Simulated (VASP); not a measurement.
# PbI2 (P-3m1) in VASP: further runs

PbI2 is run at these levels: r2SCAN; tasks: single point.

Everything below comes from runs of VASP 6.6.1. Logs are shortened: lines on timing, memory, paths and dates and some standing lists are left out, and cuts for length are marked.

**1. The cell of the first run**

Symmetry: P-3m1, No. 164, trigonal system. Conventional cell: a = 4.564 Å, b = 4.564 Å, c = 7.048 Å, α = 90.00°, β = 90.00°, γ = 120.00°. Pb (site symmetry -3m) has 6 I at 3.24 Å within 4.3 Å. I (site symmetry 3m) has 3 Pb at 3.24 Å and 3 I at 4.21 Å within 4.3 Å.

**2. Single point, r2SCAN**

POSCAR

```
PbI2
1.0
    4.5640817504      0.0000000000      0.0000000000
   -2.2820408752      3.9526107408      0.0000000000
    0.0000000000      0.0000000000      7.0475120173
Pb I
1 2
Direct
    0.0000000000      0.0000000000      0.0000000000
    0.3333333333      0.6666666667      0.2667068020
    0.6666666667      0.3333333333      0.7332931980
```

INCAR.step1

```
PREC = Accurate
ENCUT = 550
ISMEAR = 0
SIGMA = 0.01
LREAL = False
LASPH = True
NELM = 120
NBANDS = 21
GGA = PE
ALGO = Normal
EDIFF = 1E-5
LWAVE = True
LCHARG = False
GGA_COMPAT = False
```

INCAR.step2

```
PREC = Accurate
ENCUT = 550
EDIFF = 1E-6
ISMEAR = 0
SIGMA = 0.01
LREAL = False
LASPH = True
NELM = 120
ALGO = Normal
ISIF = 2
LWAVE = False
LCHARG = False
METAGGA = R2SCAN
LMIXTAU = True
NBANDS = 21
ISTART = 1
GGA_COMPAT = False
```

KPOINTS

```
Automatic mesh
0
Gamma
  6 6 4
```

Potentials or basis: VASP PAW PBE potentials, release 64 (Pb_d, I).

On the command line:

```bash
> cat potpaw_PBE.64/Pb_d/POTCAR potpaw_PBE.64/I/POTCAR > POTCAR
> cp INCAR.step1 INCAR
> mpirun -np 1 vasp_std > vasp.out
> cp INCAR.step2 INCAR
> mpirun -np 1 vasp_std > vasp.out
```

OUTCAR:

```text
PREC = Accurate
   ENCUT = 550
   EDIFF = 1E-6
   ISMEAR = 0
   LREAL = False
   LASPH = True
   NELM = 120
   ISIF = 2
   METAGGA = R2SCAN
   ISTART = 1

 ion  position               nearest neighbor table
   1  0.000  0.000  0.000-   2 3.24   3 3.24   3 3.24   2 3.24   3 3.24   2 3.24
   2  0.333  0.667  0.267-   1 3.24   1 3.24   1 3.24
   3  0.667  0.333  0.733-   1 3.24   1 3.24   1 3.24

  LATTYP: Found a hexagonal cell.
 ALAT       =     4.5640817504
 C/A-ratio  =     1.5441248432

  Lattice vectors:

 A1 = (   4.5640817504,   0.0000000000,   0.0000000000)
 A2 = (  -2.2820408752,   3.9526107408,   0.0000000000)
 A3 = (   0.0000000000,   0.0000000000,   7.0475120173)

Analysis of symmetry for initial positions (statically):
=====================================================================
 Subroutine PRICEL returns:
 Original cell was already a primitive cell.

 Routine SETGRP: Setting up the symmetry group for a
 hexagonal supercell.

 Subroutine GETGRP returns: Found 12 space group operations
 (whereof 12 operations were pure point group operations)
 out of a pool of 24 trial point group operations.

The static configuration has the point symmetry D_3d.

Analysis of symmetry for dynamics (positions and initial velocities):
=====================================================================
 Subroutine PRICEL returns:
 Original cell was already a primitive cell.

 Routine SETGRP: Setting up the symmetry group for a
 hexagonal supercell.

 Subroutine GETGRP returns: Found 12 space group operations
 (whereof 12 operations were pure point group operations)
 out of a pool of 24 trial point group operations.

The dynamic configuration has the point symmetry D_3d.

 Subroutine INISYM returns: Found 12 space group operations
 (whereof 12 operations are pure point group operations),
 and found     1 'primitive' translations

----------------------------------------------------------------------------------------

                                     Primitive cell

  volume of cell :     127.1374

  direct lattice vectors                    reciprocal lattice vectors
     4.564081750  0.000000000  0.000000000     0.219102123  0.126498670  0.000000000
[... 82 lines left out ...]
   LNONCOLLINEAR =      F non collinear calculations
   LSORBIT =      F    spin-orbit coupling
   LASPH  =      T    aspherical Exc in radial PAW
   ENCUT  =  550.0 eV  40.42 Ry    6.36 a.u.   8.73  8.73 13.48*2*pi/ulx,y,z
   NELM   =    120;   NELMIN=  2; NELMDL=  0     # of ELM steps
   EDIFF  = 0.1E-05   stopping-criterion for ELM
   LREAL  =      F    real-space projection
   EDIFFG = 0.1E-04   stopping-criterion for IOM
   NSW    =      0    number of steps for IOM
   IBRION =     -1    ionic relax: 0-MD 1-quasi-New 2-CG
   NFREE  =      0    steps in history (QN), initial steepest desc. (CG)
   ISIF   =      2    stress and relaxation
   ISYM   =      2    0-nonsym 1-usesym 2-fastsym
   POTIM  = 0.5000    time-step for ionic-motion
   TEBEG  =    0.0;   TEEND  =   0.0 temperature during run
   PSTRESS=    0.0 pullay stress
   NELECT =      28.0000    total number of electrons
   NUPDOWN=      -1.0000    fix difference up-down
   EMIN   =  10.00;   EMAX   =-10.00  energy-range for DOS
   EFERMI =   0.00;   METHOD = LEGACY
   ISMEAR =     0;   SIGMA  =   0.01  broadening in eV -4-tet -1-fermi 0-gaus
   EFERMI_NEDOS =   21; number of points for ismear=-14 and -15
   IALGO  =     38    algorithm
   IMIX   =      4    mixing-type and parameters
     AMIX     =   0.40;   BMIX     =  1.00
     AMIX_MAG =   1.60;   BMIX_MAG =  1.00
  volume/ion in A,a.u.               =      42.38       285.99
  Fermi-wavevector in a.u.,A,eV,Ry     =   0.988636  1.868251 13.298349  0.977401
  Thomas-Fermi vector in A             =   2.120177
   LORBIT       =      0    0 simple, 1 ext, 2 COOP (PROOUT), +10 PAW based schemes
   METAGGA = R2SCAN    functional components
   LHFCALC =     F    Hartree Fock is set to
   AEXX    =    0.0000 exact exchange contribution
   IVDW    =     0    specifies the selected vdW correction
   LEPSILON=     F    determine dielectric tensor
   LRPA    =     F    only Hartree local field effects (RPA)
 non-spin polarized calculation
 Gauss-broadening in eV      SIGMA  =   0.01
  energy-cutoff  :      550.00
  volume of cell :      127.14
 maximum number of plane-waves:      3746
 NGX is ok and might be reduce to    36
   NGX = 17   NGY = 17   NGZ = 27

 number of electron      27.9999999 magnetization

 Free energy of the ion-electron system (eV)
  ---------------------------------------------------
  ext. energy  EPLUGINS =         0.00000000
  ---------------------------------------------------
  free energy    TOTEN  =      -107.67504751 eV

  energy without entropy =     -107.67504751  energy(sigma->0) =     -107.67504751

 E-fermi :   2.4306     XC(G=0):  -8.5101

 val. band max:        2.3080157404   @ k =   0.0000   0.0000   0.5000
 cond. band min:       4.9327030125   @ k =   0.0000   0.0000   0.5000
 fundamental gap:      2.6246872721
 Fermi energy:         2.4306040739

 k-point     1 :       0.0000    0.0000    0.0000
  band No.  band energies     occupation
      1     -14.4215      2.00000
      2     -14.4215      2.00000
      3     -14.4041      2.00000
      4     -14.3982      2.00000
      5     -14.3982      2.00000
      6     -10.2707      2.00000
[... 565 lines left out ...]
     20      10.4839      0.00000
     21      10.9658      0.00000

------------------------ aborting loop because EDIFF is reached ----------------------------------------

  FORCE on cell =-STRESS in cart. coord.  units (eV):
  Direction    XX          YY          ZZ          XY          YZ          ZX
  --------------------------------------------------------------------------------------
  -------------------------------------------------------------------------------------
  Total        0.5630759      0.5630759      0.5476842     -0.0000000     -0.0000000      0.0000000
  in kB        7.0958466      7.0958466      6.9018821     -0.0000000     -0.0000000      0.0000000
  external PRESSURE =       7.0311918 kB  Pullay stress =       0.0000000 kB

 VOLUME and BASIS-vectors are now :
 -----------------------------------------------------------------------------
  energy-cutoff  :      550.00
  volume of cell :      127.14
      direct lattice vectors                 reciprocal lattice vectors
     4.564081750  0.000000000  0.000000000     0.219102123  0.126498670  0.000000000
    -2.282040875  3.952610741  0.000000000     0.000000000  0.252997339  0.000000000
     0.000000000  0.000000000  7.047512017     0.000000000  0.000000000  0.141894047

 POSITION                                       TOTAL-FORCE (eV/Angst)
 -----------------------------------------------------------------------------------
      0.00000      0.00000      0.00000        -0.000000      0.000000      0.000000
     -0.00000      2.63507      1.87962        -0.000000     -0.000000     -0.004488
      2.28204      1.31754      5.16789         0.000000      0.000000      0.004488
 -----------------------------------------------------------------------------------
    total drift:                                0.000000      0.000000     -0.000000

  FREE ENERGIE OF THE ION-ELECTRON SYSTEM (eV)
  ---------------------------------------------------
  free  energy   TOTEN  =      -107.6750475141 eV

  energy  without entropy=     -107.6750475141  energy(sigma->0) =     -107.67504751
```

OUTCAR.step1:

```text
PREC = Accurate
   ENCUT = 550
   ISMEAR = 0
   LREAL = False
   LASPH = True
[... 799 lines left out ...]
      0.00000      0.00000      0.00000        -0.000000      0.000000     -0.000000
     -0.00000      2.63507      1.87962         0.000000     -0.000000      0.045923
      2.28204      1.31754      5.16789        -0.000000      0.000000     -0.045923
 -----------------------------------------------------------------------------------
    total drift:                                0.000000      0.000000     -0.000000

  FREE ENERGIE OF THE ION-ELECTRON SYSTEM (eV)
  ---------------------------------------------------
  free  energy   TOTEN  =        -8.5703738274 eV

  energy  without entropy=       -8.5703738274  energy(sigma->0) =       -8.57037383
```

OSZICAR.step1:

```text
N       E                     dE             d eps       ncg     rms          rms(c)
DAV:   1     0.238508162957E+03    0.23851E+03   -0.12041E+04  1008   0.123E+03
DAV:   2     0.147581746301E+02   -0.22375E+03   -0.21373E+03  1066   0.299E+02
DAV:   3    -0.783887886645E+01   -0.22597E+02   -0.22245E+02  1334   0.104E+02
DAV:   4    -0.873461254729E+01   -0.89573E+00   -0.89467E+00  1359   0.235E+01
DAV:   5    -0.875682487284E+01   -0.22212E-01   -0.22211E-01  1393   0.326E+00    0.351E+00
DAV:   6    -0.857155938802E+01    0.18527E+00   -0.45030E-01  1340   0.427E+00    0.238E+00
DAV:   7    -0.856758367279E+01    0.39757E-02   -0.17239E-01  1354   0.191E+00    0.112E+00
DAV:   8    -0.857019909956E+01   -0.26154E-02   -0.21920E-02  1133   0.128E+00    0.210E-01
DAV:   9    -0.857021636515E+01   -0.17266E-04   -0.29463E-03  1211   0.412E-01    0.100E-01
DAV:  10    -0.857035203131E+01   -0.13567E-03   -0.39377E-04  1173   0.143E-01    0.275E-02
DAV:  11    -0.857037374657E+01   -0.21715E-04   -0.54820E-05  1236   0.408E-02    0.151E-02
DAV:  12    -0.857037382740E+01   -0.80827E-07   -0.80903E-06   749   0.165E-02
   1 F= -.85703738E+01 E0= -.85703738E+01  d E =-.282379E-59
```

It took 2.5 min on 1 thread of AMD EPYC 9R45 (Zen 5), shared host; peak memory 0.28 GiB.

What came out:

```yaml
Free_energy: -107.6750 eV
Pressure: 0.7 GPa
Largest_force: 0.004 eV/Å
Band_gap_on_the_k_mesh: 2.62 eV
```

Forces in eV/Å, atoms in the order of the input:
```
Pb   0.000  0.000  0.000
I    0.000  0.000 -0.004
I    0.000  0.000  0.004
```

Caveat: the PAW data sets were made with another functional, which shifts forces and pressure a little; spin-orbit coupling is left out, which moves the levels of the heavy elements. A k mesh can miss the band edges.

**3. Single point, r2SCAN (strain +1.0%)**

POSCAR

```
PbI2
1.0
    4.6097225679      0.0000000000      0.0000000000
   -2.3048612839      3.9921368482      0.0000000000
    0.0000000000      0.0000000000      7.1179871375
Pb I
1 2
Direct
    0.0000000000      0.0000000000      0.0000000000
    0.3333333333      0.6666666667      0.2617237492
    0.6666666667      0.3333333333      0.7382762508
```

INCAR.step1

```
SYSTEM = PbI2
ALGO = Normal ; EDIFF = 1E-5
ENCUT = 550 ; GGA = PE
GGA_COMPAT = .FALSE. ; ISMEAR = 0
LASPH = .TRUE. ; LCHARG = .FALSE.
LREAL = .FALSE. ; LWAVE = .TRUE.
NBANDS = 21 ; NELM = 120
PREC = Accurate ; SIGMA = 0.01
```

INCAR.step2

```
SYSTEM = PbI2
ALGO = Normal ; EDIFF = 1E-6
ENCUT = 550 ; GGA_COMPAT = .FALSE.
ISIF = 2 ; ISMEAR = 0
ISTART = 1 ; LASPH = .TRUE.
LCHARG = .FALSE. ; LMIXTAU = .TRUE.
LREAL = .FALSE. ; LWAVE = .FALSE.
METAGGA = R2SCAN ; NBANDS = 21
NELM = 120 ; PREC = Accurate
SIGMA = 0.01
```

KPOINTS

```
k-points
0
G
  6 6 4
  0 0 0
```

Potentials or basis: VASP PAW PBE potentials, release 64 (Pb_d, I).

On the command line:

```bash
> cat potpaw_PBE.64/Pb_d/POTCAR potpaw_PBE.64/I/POTCAR > POTCAR
> cp INCAR.step1 INCAR
> mpirun -np 1 vasp_std > vasp.out
> cp INCAR.step2 INCAR
> mpirun -np 1 vasp_std > vasp.out
```

Wall time 2.3 min (1 thread of AMD EPYC 9R45 (Zen 5), shared host); peak memory 0.28 GiB.

Results (log left out):

- Free energy: -107.6877 eV
- Pressure: 0.3 GPa
- Band gap on the k mesh: 2.67 eV

Forces in eV/Å, atoms in the order of the input:
```
Pb   0.000  0.000  0.000
I    0.000  0.000 -0.003
I    0.000  0.000  0.003
```

Stress tensor (GPa, compression positive):
```
0.25 0.00 0.00
0.00 0.25 0.00
0.00 0.00 0.34
```

Levels at points of the mesh, in eV from the valence-band top:
| k point | band 12 | band 13 | band 14 | band 15 | band 16 | band 17 |
| --- | --- | --- | --- | --- | --- | --- |
| (0.00, 0.00, 0.00) | -0.87 | -0.87 | -0.66 | 2.87 | 3.70 | 3.70 |
| (0.50, 0.00, 0.00) | -1.42 | -0.75 | -0.36 | 3.32 | 4.09 | 5.07 |
| (0.00, 0.00, 0.50) | -0.72 | -0.72 | 0.00 | 2.67 | 3.54 | 3.54 |
| (0.50, 0.00, 0.50) | -1.21 | -1.05 | -0.63 | 3.65 | 4.16 | 4.48 |

Caveat: the cell differs from its parent crystal (strain +1.0%); the PAW data sets were made with another functional, which shifts forces and pressure a little; spin-orbit coupling is left out, which moves the levels of the heavy elements. A k mesh can miss the band edges.
